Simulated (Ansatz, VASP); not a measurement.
# One calculation of GaAs, two programs

File INCAR:

```
PREC     = Accurate       # precision mode
ENCUT    = 520            # plane-wave cutoff, eV
EDIFF    = 1E-6           # SCF threshold, eV
ISMEAR   = -1             # smearing method
SIGMA    = 0.05           # smearing width, eV
LREAL    = False          # projectors in reciprocal space
LASPH    = True           # aspherical terms in the spheres
NELM     = 60             # most SCF steps
ALGO     = Normal         # electronic algorithm
ISIF     = 2              # what is computed and relaxed
LWAVE    = False          # write WAVECAR
LCHARG   = False          # write CHGCAR
GGA      = VW             # functional
NBANDS   = 16             # bands
```

Contents of KPOINTS:

```
regular mesh
0
Gamma
  8 8 8
```

File POSCAR:

```
GaAs
1.0
    0.0000000000      2.8268500000      2.8268500000
    2.8268500000      0.0000000000      2.8268500000
    2.8268500000      2.8268500000      0.0000000000
As Ga
1 1
Direct
    0.7500000000      0.7500000000      0.7500000000
    0.0000000000      0.0000000000      0.0000000000
```

input.yaml

```yaml
crystal:
  lattice:
    - [0.0, 2.82685, 2.82685]
    - [2.82685, 0.0, 2.82685]
    - [2.82685, 2.82685, 0.0]
  atoms:
    - { symbol: As, position: [0.75, 0.75, 0.75] }
    - { symbol: Ga, position: [0.0, 0.0, 0.0] }
hamiltonian:
  xc: { exchange: slater, correlation: vwn5 }
  pseudopotentials: { kind: paw }
kpoints:
  mp_grid: { grid: [8, 8, 8] }
  band_path:
    path:
      - [[0.0, 0.0, 0.0], [0.5, 0.0, 0.5], [0.5, 0.25, 0.75], [0.375, 0.375, 0.75], [0.0, 0.0, 0.0], [0.5, 0.5, 0.5], [0.625, 0.25, 0.625], [0.5, 0.25, 0.75], [0.5, 0.5, 0.5], [0.375, 0.375, 0.75]]
      - [[0.625, 0.25, 0.625], [0.5, 0.0, 0.5]]
    npoints: 14
scf:
  occupations: { method: fermi_dirac, width: 0.05 }
  n_extra_bands: 6
output:
  forces: true
  stress: true
  eigenvalues: true
  fatbands: true
```

Alike in both runs: functional SVWN5; k mesh 8 × 8 × 8; occupations fermi-dirac, width 0.05 eV; no spin polarisation.

|  | VASP | Ansatz |
| --- | --- | --- |
| version | VASP 6.6.1 | Ansatz 0.2.0 |
| potentials or method | VASP PAW PBE potentials, release 64 (As, Ga_d) | Ansatz PAW |
| plane-wave cutoff (eV) | 520 | 420 |
| valence electrons in the cell | 18 | 28 |
| task | single point | band structure |

VASP gave:

| Property | Result |
| --- | --- |
| gap on the k mesh at the Fermi level (eV) | 0.29 |
| least direct gap on the mesh (eV) | 0.29 |
| pressure (GPa) | -1.7 |

Question: Which values does Ansatz return?

Answer: gap on the k mesh at the Fermi level (eV): 0.28; least direct gap on the mesh (eV): 0.28; pressure (GPa): -2.0.

VASP's potentials were made for PBE, not for SVWN5. The functional is the same, so the differences come from potentials, cutoffs and numerics. VASP's potentials hold 18 valence electrons a cell and Ansatz's 28, so a difference there can come from the potentials and not from the codes.
